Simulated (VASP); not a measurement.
A run of VASP 6.6.1:

INCAR

```
SYSTEM = As
PREC = Accurate ; ENCUT = 520
EDIFF = 1E-7 ; ISMEAR = -1
SIGMA = 0.1 ; LREAL = .False.
LASPH = .True. ; NELM = 80
ALGO = Normal ; ISIF = 2
LWAVE = .False. ; LCHARG = .False.
GGA = PE ; NBANDS = 14
```

KPOINTS

```
regular mesh
0
Gamma
  8 8 10
  0 0 0
```

Contents of POSCAR:

```
As
1.0
    3.6603706098      0.0000000000      0.0000000000
   -1.8301853049      3.1699739354      0.0000000000
    0.0000000000      0.0000000000      2.1440152472
As
3
Direct
    0.0000000000      0.0000000000      0.0000000000
    0.3333333333      0.6666666667      0.5000000000
    0.6666666667      0.3333333333      0.5000000000
```

Potentials or basis: VASP PAW PBE potentials, release 64 (As).

Run with:

```sh
$ cat potpaw_PBE.64/As/POTCAR > POTCAR
$ mpirun -np 1 vasp_std > vasp.out
```

Hardware: 1 thread of Intel(R) Xeon(R) Platinum 8259CL CPU @ 2.50GHz (Skylake/Cascade Lake) (shared host).

Q: Estimate the wall time of this run.

A: Wall time 15 s on 1 thread of Intel(R) Xeon(R) Platinum 8259CL CPU @ 2.50GHz (Skylake/Cascade Lake), with other jobs on the host, peak memory 0.14 GiB. Counts: scf iterations 13, k points 60.
